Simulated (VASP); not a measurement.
Ta: relaxation of cell and atoms with r2SCAN

The system is Ta.

```
CELL_PARAMETERS angstrom
-1.65275 1.65275 1.65275
1.65275 -1.65275 1.65275
1.65275 1.65275 -1.65275
ATOMIC_POSITIONS crystal
Ta 0.00000 0.00000 0.00000
```

* Program: VASP 6.6.1
* Task: relaxation of cell and atoms
* Functional: r2SCAN
* Potentials or basis: VASP PAW PBE potentials, release 64 (Ta_pv)
* Cutoff: 600 eV
* k mesh: 24 × 24 × 24
* Occupations: fermi-dirac, width 0.08 eV
* Spin: no spin polarisation
* Target pressure: 2 GPa
* Dipole correction: no
* Further INCAR settings: ALGO = Normal; EDIFF = 1e-06; IBRION = 2; EDIFFG = -0.002; NSW = 100; ISIF = 3

| Quantity | Value |
| --- | --- |
| Relaxed volume | 17.94 Å³/atom |
| Relaxed cell | a = 2.856 Å, b = 2.856 Å, c = 2.856 Å, α = 109.47°, β = 109.47°, γ = 109.47° |
| Space group after relaxing (to 0.05 Å) | Im-3m (No. 229) |
| Energy change on relaxing (the enthalpy is what falls) | +1.0 meV/atom |
| Ionic steps | 3 |
| Pressure after relaxing | 2.0 GPa |

Step by step:
```tsv
step	energy change (eV)	largest force (eV/Å)	pressure (GPa)	volume (Å³)
1	0.0000	0.0000	0.61	18.06
2	0.0076	0.0000	5.46	17.65
3	0.0010	0.0000	2.01	17.94
```

Final structure:
```
Ta
1.0
    -1.64904    1.64904    1.64904
     1.64904   -1.64904    1.64904
     1.64904    1.64904   -1.64904
Ta
1
Cartesian
  0.0000 0.0000 0.0000
```

Levels at points of the mesh, in eV from the Fermi level:
```tsv
k point	band 4	band 5	band 6	band 7	band 8	band 9
(0.00, 0.00, 0.00)	-8.35	0.84	0.84	0.84	4.35	4.35
(0.50, 0.00, 0.00)	-4.58	-1.58	1.49	4.22	5.29	8.13
(0.50, 0.50, 0.50)	-3.97	-3.97	7.15	7.15	7.15	9.06
```

It took 5.3 min on 1 thread of Intel Xeon 6975P-C, with other jobs on the host, peak memory 0.23 GiB.

Caveat: the cell is relaxed towards a set pressure, so the enthalpy falls and the energy may rise; the PAW data sets were made with another functional, which shifts forces and pressure a little; spin-orbit coupling is left out, which moves the levels of the heavy elements.
